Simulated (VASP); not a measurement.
# CdTe (zincblende type) (F-43m) in VASP: a series of runs

The runs below take CdTe (zincblende type) through single point, with LDA.

Program: VASP 6.6.1. These are calculated values, not measurements. Logs are shortened: lines on timing, memory, paths and dates and some standing lists are left out, and cuts for length are marked.

## Step 1: The cell of the first run

It takes space group F-43m (No. 216, cubic). Conventional cell: a = 5.250 Å, b = 5.250 Å, c = 5.250 Å, α = 90.00°, β = 90.00°, γ = 90.00°. Within 3.0 Å of Cd (site symmetry -43m) lie 4 Te at 2.27 Å. Te (site symmetry -43m) has 4 Cd at 2.27 Å within 3.0 Å.

## Step 2: Single point, LDA (18.08 Å³/atom)

The input, INCAR:

```
  PREC = Accurate
  ENCUT = 520
  EDIFF = 1E-6
  ISMEAR = -1
  SIGMA = 0.05
  LREAL = F
  LASPH = T
  NELM = 80
  ALGO = Normal
  ISIF = 2
  LWAVE = F
  LCHARG = T
  LELF = T
  LVHAR = T
  NBANDS = 16
```

The input, KPOINTS:

```
Automatic mesh
0
Gamma
  12 12 12
```

The input, POSCAR:

```
CdTe
1.0
    0.0000000000      2.6248585210      2.6248585210
    2.6248585210      0.0000000000      2.6248585210
    2.6248585210      2.6248585210      0.0000000000
Cd Te
1 1
Direct
    0.0000000000      0.0000000000      0.0000000000
    0.2500000000      0.2500000000      0.2500000000
```

Potentials or basis: VASP PAW LDA potentials, release 64 (Cd, Te).

The run is started by

```sh
> cat potpaw_LDA.64/Cd/POTCAR potpaw_LDA.64/Te/POTCAR > POTCAR
> mpirun -np 1 vasp_std > vasp.out
```

OUTCAR:

```text
PREC = Accurate
   ENCUT = 520
   EDIFF = 1E-6
   ISMEAR = -1
   LREAL = F
   LASPH = T
   NELM = 80
   ISIF = 2

 ion  position               nearest neighbor table
   1  0.000  0.000  0.000-   2 2.27   2 2.27   2 2.27   2 2.27
   2  0.250  0.250  0.250-   1 2.27   1 2.27   1 2.27   1 2.27

  LATTYP: Found a face centered cubic cell.
 ALAT       =     5.2497170420

  Lattice vectors:

 A1 = (   0.0000000000,   2.6248585210,   2.6248585210)
 A2 = (   2.6248585210,   0.0000000000,   2.6248585210)
 A3 = (   2.6248585210,   2.6248585210,   0.0000000000)

Analysis of symmetry for initial positions (statically):
=====================================================================
 Subroutine PRICEL returns:
 Original cell was already a primitive cell.

 Routine SETGRP: Setting up the symmetry group for a
 face centered cubic supercell.

 Subroutine GETGRP returns: Found 24 space group operations
 (whereof 24 operations were pure point group operations)
 out of a pool of 48 trial point group operations.

The static configuration has the point symmetry T_d .

Analysis of symmetry for dynamics (positions and initial velocities):
=====================================================================
 Subroutine PRICEL returns:
 Original cell was already a primitive cell.

 Routine SETGRP: Setting up the symmetry group for a
 face centered cubic supercell.

 Subroutine GETGRP returns: Found 24 space group operations
 (whereof 24 operations were pure point group operations)
 out of a pool of 48 trial point group operations.

The dynamic configuration has the point symmetry T_d .

 Subroutine INISYM returns: Found 24 space group operations
 (whereof 24 operations are pure point group operations),
 and found     1 'primitive' translations

----------------------------------------------------------------------------------------

                                     Primitive cell

  volume of cell :      36.1699

  direct lattice vectors                    reciprocal lattice vectors
     0.000000000  2.624858521  2.624858521    -0.190486457  0.190486457  0.190486457
     2.624858521  0.000000000  2.624858521     0.190486457 -0.190486457  0.190486457
     2.624858521  2.624858521  0.000000000     0.190486457  0.190486457 -0.190486457

  length of vectors
     3.712110520  3.712110520  3.712110520     0.329932222  0.329932222  0.329932222

  position of ions in fractional coordinates (direct lattice)
     0.000000000  0.000000000  0.000000000
     0.250000000  0.250000000  0.250000000

  ion indices of the primitive-cell ions
   primitive index   ion index
                 1           1
                 2           2

----------------------------------------------------------------------------------------

 KPOINTS: Automatic mesh

Automatic generation of k-mesh.
 Grid dimensions read from file:
 generate k-points for:   12   12   12

 Generating k-lattice:

  Cartesian coordinates                     Fractional coordinates (reciprocal lattice)
    -0.015873871  0.015873871  0.015873871     0.083333333  0.000000000  0.000000000
     0.015873871 -0.015873871  0.015873871     0.000000000  0.083333333  0.000000000
     0.015873871  0.015873871 -0.015873871     0.000000000  0.000000000  0.083333333

  Length of vectors
     0.027494352  0.027494352  0.027494352

  Shift w.r.t. Gamma in fractional coordinates (k-lattice)
     0.000000000  0.000000000  0.000000000

 Subroutine IBZKPT returns following result:
 ===========================================

 Found     72 irreducible k-points:

 Following reciprocal coordinates:
            Coordinates               Weight
  0.000000  0.000000  0.000000      1.000000
  0.083333  0.000000  0.000000      8.000000
  0.166667  0.000000  0.000000      8.000000
  0.250000  0.000000  0.000000      8.000000
  0.333333  0.000000  0.000000      8.000000
  0.416667  0.000000  0.000000      8.000000
[... 16 lines left out ...]
  0.500000  0.166667  0.000000     24.000000
 -0.416667  0.166667  0.000000     24.000000
 [... further k-points ...]
   k-points           NKPTS =     72   k-points in BZ     NKDIM =     72   number of bands    NBANDS=     16
   number of dos      NEDOS =    301   number of ions     NIONS =      2
   total plane-waves  NPLWV =  21952
   dimension x,y,z NGX =    28 NGY =   28 NGZ =   28
   dimension x,y,z NGXF=    56 NGYF=   56 NGZF=   56
   ions per type =               1   1
   NGX,Y,Z   is equivalent  to a cutoff of  12.54, 12.54, 12.54 a.u.
   NGXF,Y,Z  is equivalent  to a cutoff of  25.08, 25.08, 25.08 a.u.
 SYSTEM =  unknown system
   PREC   = accura    normal or accurate (medium, high low for compatibility)
   ISTART =      0    job   : 0-new  1-cont  2-samecut
   ICHARG =      2    charge: 1-file 2-atom 10-const
   ISPIN  =      1    spin polarized calculation?
   LNONCOLLINEAR =      F non collinear calculations
   LSORBIT =      F    spin-orbit coupling
   LASPH  =      T    aspherical Exc in radial PAW
   ENCUT  =  520.0 eV  38.22 Ry    6.18 a.u.   6.90  6.90  6.90*2*pi/ulx,y,z
   NELM   =     80;   NELMIN=  2; NELMDL= -5     # of ELM steps
   EDIFF  = 0.1E-05   stopping-criterion for ELM
   LREAL  =      F    real-space projection
   EDIFFG = 0.1E-04   stopping-criterion for IOM
   NSW    =      0    number of steps for IOM
   IBRION =     -1    ionic relax: 0-MD 1-quasi-New 2-CG
   NFREE  =      0    steps in history (QN), initial steepest desc. (CG)
   ISIF   =      2    stress and relaxation
   ISYM   =      2    0-nonsym 1-usesym 2-fastsym
   POTIM  = 0.5000    time-step for ionic-motion
   TEBEG  =    0.0;   TEEND  =   0.0 temperature during run
   PSTRESS=    0.0 pullay stress
   NELECT =      18.0000    total number of electrons
   NUPDOWN=      -1.0000    fix difference up-down
   EMIN   =  10.00;   EMAX   =-10.00  energy-range for DOS
   EFERMI =   0.00;   METHOD = LEGACY
   ISMEAR =    -1;   SIGMA  =   0.05  broadening in eV -4-tet -1-fermi 0-gaus
   EFERMI_NEDOS =   21; number of points for ismear=-14 and -15
   IALGO  =     38    algorithm
   IMIX   =      4    mixing-type and parameters
     AMIX     =   0.40;   BMIX     =  1.00
     AMIX_MAG =   1.60;   BMIX_MAG =  1.00
  volume/ion in A,a.u.               =      18.08       122.04
  Fermi-wavevector in a.u.,A,eV,Ry     =   1.297328  2.451594 22.899418  1.683060
  Thomas-Fermi vector in A             =   2.428727
   LORBIT       =      0    0 simple, 1 ext, 2 COOP (PROOUT), +10 PAW based schemes
   GGA     = CA    functional components
   LHFCALC =     F    Hartree Fock is set to
   AEXX    =    0.0000 exact exchange contribution
   IVDW    =     0    specifies the selected vdW correction
   LEPSILON=     F    determine dielectric tensor
   LRPA    =     F    only Hartree local field effects (RPA)
 non-spin polarized calculation
  energy-cutoff  :      520.00
  volume of cell :       36.17
 maximum number of plane-waves:       992
   NGX = 13   NGY = 13   NGZ = 13

 number of electron      17.9999992 magnetization

 Free energy of the ion-electron system (eV)
  ---------------------------------------------------
  ext. energy  EPLUGINS =         0.00000000
  ---------------------------------------------------
  free energy    TOTEN  =         0.14579650 eV

  energy without entropy =        0.14586455  energy(sigma->0) =        0.14583052

 E-fermi :  11.2373     XC(G=0): -11.9659

 val. band max:       11.0732738079   @ k =   0.0000   0.0000   0.0000
 cond. band min:      11.4363507300   @ k =   0.5000   0.5000   0.0000
 fundamental gap:      0.3630769221
 Fermi energy:        11.2373035198

 k-point     1 :       0.0000    0.0000    0.0000
  band No.  band energies     occupation
      1      -6.3759      2.00000
      2      -2.1791      2.00000
      3      -2.1791      2.00000
      4      -2.1791      2.00000
      5      -1.1532      2.00000
      6      -1.1532      2.00000
[... 8 lines left out ...]
     15      19.9012      0.00000
     16      19.9012      0.00000

 k-point     2 :       0.0833    0.0000    0.0000
  band No.  band energies     occupation
      1      -6.2944      2.00000
      2      -2.1658      2.00000
      3      -2.1577      2.00000
      4      -2.1577      2.00000
      5      -1.1592      2.00000
      6      -1.1592      2.00000
[... 8 lines left out ...]
     15      19.3298      0.00000
     16      19.3298      0.00000

 k-point     3 :       0.1667    0.0000    0.0000
  band No.  band energies     occupation
      1      -6.0676      2.00000
      2      -2.1019      2.00000
      3      -2.1019      2.00000
      4      -2.1007      2.00000
      5      -1.1712      2.00000
      6      -1.1712      2.00000
[... 8 lines left out ...]
     15      18.8175      0.00000
     16      18.8175      0.00000

 k-point     4 :       0.2500    0.0000    0.0000
  band No.  band energies     occupation
      1      -5.7527      2.00000
      2      -2.0337      2.00000
      3      -2.0337      2.00000
      4      -1.9091      2.00000
      5      -1.1753      2.00000
      6      -1.1753      2.00000
[... 8 lines left out ...]
     15      19.0061      0.00000
     16      19.0061      0.00000
[... 324 lines left out ...]
 k-point    22 :       0.4167    0.1667    0.0000
  band No.  band energies     occupation
      1      -5.2023      2.00000
      2      -1.9663      2.00000
      3      -1.8312      2.00000
      4      -1.5095      2.00000
      5      -1.1108      2.00000
      6      -0.8122      2.00000
[... 8 lines left out ...]
     15      22.1894      0.00000
     16      22.5636      0.00000

 k-point    23 :       0.5000    0.1667    0.0000
  band No.  band energies     occupation
      1      -5.0656      2.00000
      2      -1.9426      2.00000
      3      -1.8192      2.00000
      4      -1.3341      2.00000
      5      -1.1214      2.00000
      6      -0.1080      2.00000
[... 8 lines left out ...]
     15      22.2299      0.00000
     16      22.7613      0.00000

 k-point    24 :      -0.4167    0.1667    0.0000
  band No.  band energies     occupation
      1      -5.0495      2.00000
      2      -1.9330      2.00000
      3      -1.8324      2.00000
      4      -1.2614      2.00000
      5      -1.1578      2.00000
      6       0.1204      2.00000
[... 8 lines left out ...]
     15      20.8520      0.00000
     16      21.5345      0.00000

 [... further k-points ...]

------------------------ aborting loop because EDIFF is reached ----------------------------------------

  FORCE on cell =-STRESS in cart. coord.  units (eV):
  Direction    XX          YY          ZZ          XY          YZ          ZX
  --------------------------------------------------------------------------------------
  -------------------------------------------------------------------------------------
  Total       26.5688939     26.5688939     26.5688939     -0.0000000      0.0000000     -0.0000000
  in kB     1176.8913258   1176.8913258   1176.8913258     -0.0000000      0.0000000     -0.0000000
  external PRESSURE =    1176.8913258 kB  Pullay stress =       0.0000000 kB

 VOLUME and BASIS-vectors are now :
 -----------------------------------------------------------------------------
  energy-cutoff  :      520.00
  volume of cell :       36.17
      direct lattice vectors                 reciprocal lattice vectors
     0.000000000  2.624858521  2.624858521    -0.190486457  0.190486457  0.190486457
     2.624858521  0.000000000  2.624858521     0.190486457 -0.190486457  0.190486457
     2.624858521  2.624858521  0.000000000     0.190486457  0.190486457 -0.190486457

 POSITION                                       TOTAL-FORCE (eV/Angst)
 -----------------------------------------------------------------------------------
      0.00000      0.00000      0.00000        -0.000000      0.000000     -0.000000
      1.31243      1.31243      1.31243         0.000000     -0.000000      0.000000
 -----------------------------------------------------------------------------------
    total drift:                                0.000000      0.000000      0.000001

  FREE ENERGIE OF THE ION-ELECTRON SYSTEM (eV)
  ---------------------------------------------------
  free  energy   TOTEN  =         0.1457965027 eV

  energy  without entropy=        0.1458645456  energy(sigma->0) =        0.14583052
```

It took 46 s on 1 thread of Intel Xeon 8259CL, shared host; peak memory 0.17 GiB.

What came out:

```
Free energy            : 0.1458 eV
Pressure               : 117.7 GPa
Band gap on the k mesh : 0.36 eV (least direct gap 2.22 eV)
```

Caveat: the cell stands under pressure; spin-orbit coupling is left out, which moves the levels of the heavy elements. A k mesh can miss the band edges.

## Step 3: Single point, LDA (18.08 Å³/atom)

The input, INCAR:

```
SYSTEM = CdTe
ALGO = Normal
EDIFF = 1E-6
ENCUT = 520
ISIF = 2
ISMEAR = -1
LASPH = .True.
LCHARG = .False.
LREAL = .False.
LWAVE = .False.
NBANDS = 16
NELM = 100
PREC = Accurate
SIGMA = 0.05
```

The input, KPOINTS:

```
k-points
0
Gamma
  12 12 12
  0 0 0
```

POSCAR is that of step 2.

Potentials or basis: VASP PAW LDA potentials, release 64 (Cd, Te).

The run is started by

```sh
> cat potpaw_LDA.64/Cd/POTCAR potpaw_LDA.64/Te/POTCAR > POTCAR
> mpirun -np 1 vasp_std > vasp.out
```

Wall time 40 s (1 thread of Intel Xeon 8259CL, shared host); peak memory 0.17 GiB.

Results (log left out):

| Property | Result |
| --- | --- |
| Free energy | 0.1458 eV |
| Pressure | 117.7 GPa |
| Band gap on the k mesh | 0.36 eV (least direct gap 2.22 eV) |

Levels at points of the mesh, in eV from the valence-band top:
```csv
k point,band 7,band 8,band 9,band 10,band 11,band 12
"(0.00, 0.00, 0.00)",0.00,0.00,0.00,2.22,3.19,3.19
"(0.50, 0.00, 0.00)",-10.10,-2.41,-2.41,1.85,4.02,4.02
"(0.50, 0.50, 0.00)",-8.68,-5.45,-5.45,0.36,0.98,11.01
```

Caveat: the cell stands under pressure; spin-orbit coupling is left out, which moves the levels of the heavy elements.
